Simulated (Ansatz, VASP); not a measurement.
# BN in VASP and in Ansatz

```
B N
1.0
     2.69008    0.00000    0.00000
    -1.34504    2.32968    0.00000
     0.00000    0.00000    6.22431
B N
2 2
Direct
  0.33333 0.66667 0.25000
  0.66667 0.33333 0.75000
  0.33333 0.66667 0.75000
  0.66667 0.33333 0.25000
```

Alike in both runs: task single point; functional LDA; k mesh 12 × 12 × 4; occupations gaussian, width 0.05 eV; no spin polarisation.

```csv
,VASP,Ansatz
version,VASP 6.6.1,Ansatz 0.2.0
potentials or method,"VASP PAW LDA potentials, release 64 (B, N), cutoff 520 eV","scalar-relativistic, plane waves, PAW"
valence electrons in the cell,16,16
```

|  | VASP | Ansatz | Ansatz less VASP |
| --- | --- | --- | --- |
| gap on the k mesh at the Fermi level (eV) | 3.62 | 3.63 | +0.008 |
| least direct gap on the mesh (eV) | 3.80 | 3.80 | +0.008 |

Ansatz warns that its potentials were made for another functional, while VASP's fit it. LDA's correlation is that of Perdew and Zunger in VASP and of Perdew and Wang (1992) in Ansatz.
